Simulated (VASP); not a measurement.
Set up this calculation in VASP 6.6.1, as the native input.

| Item | Value |
| --- | --- |
| Task | single point |
| Functional | PBEsol |
| Potentials or basis | VASP PAW PBE potentials, release 64 (Ag, Cl) |
| Cutoff | 520 eV |
| k mesh | 12 × 12 × 12 |
| Occupations | gaussian, width 0.05 eV |
| Spin | no spin polarisation |
| Dipole correction | no |
| Further INCAR settings | ALGO = Normal; EDIFF = 1e-06; NBANDS = 16 |

The structure of AgCl lies in POSCAR:

```
AgCl
1.0
    3.3022943729     -0.0582494258     -0.0582494258
   -0.0582494258      3.3022943729     -0.0582494258
   -0.0582494258     -0.0582494258      3.3022943729
Ag Cl
1 1
Direct
    0.0000000000      0.0000000000      0.0000000000
    0.5000000000      0.5000000000      0.5000000000
```

These files were run (other wordings do the same):

INCAR

```
ALGO = Normal
EDIFF = 1E-6
ENCUT = 520
GGA = PS
ISIF = 2
ISMEAR = 0
LASPH = T
LCHARG = T
LELF = T
LREAL = F
LVHAR = T
LWAVE = F
NBANDS = 16
NELM = 100
PREC = Accurate
SIGMA = 0.05
```

KPOINTS

```
k-points
0
Gamma
  12 12 12
```

Potentials or basis: VASP PAW PBE potentials, release 64 (Ag, Cl).

Launch:

```sh
$ cat potpaw_PBE.64/Ag/POTCAR potpaw_PBE.64/Cl/POTCAR > POTCAR
$ mpirun -np 1 vasp_std > vasp.out
```

It gave:

| Quantity | Value |
| --- | --- |
| Pressure | 1.9 GPa |
| Band gap on the k mesh | 0.35 eV, indirect (least direct gap 2.34 eV) |

Caveat: the PAW data sets were made with another functional, which shifts forces and pressure a little.

It took 35 s on 1 thread of Intel(R) Xeon(R) 6975P-C (Granite Rapids), with other jobs on the host, peak memory 0.23 GiB.
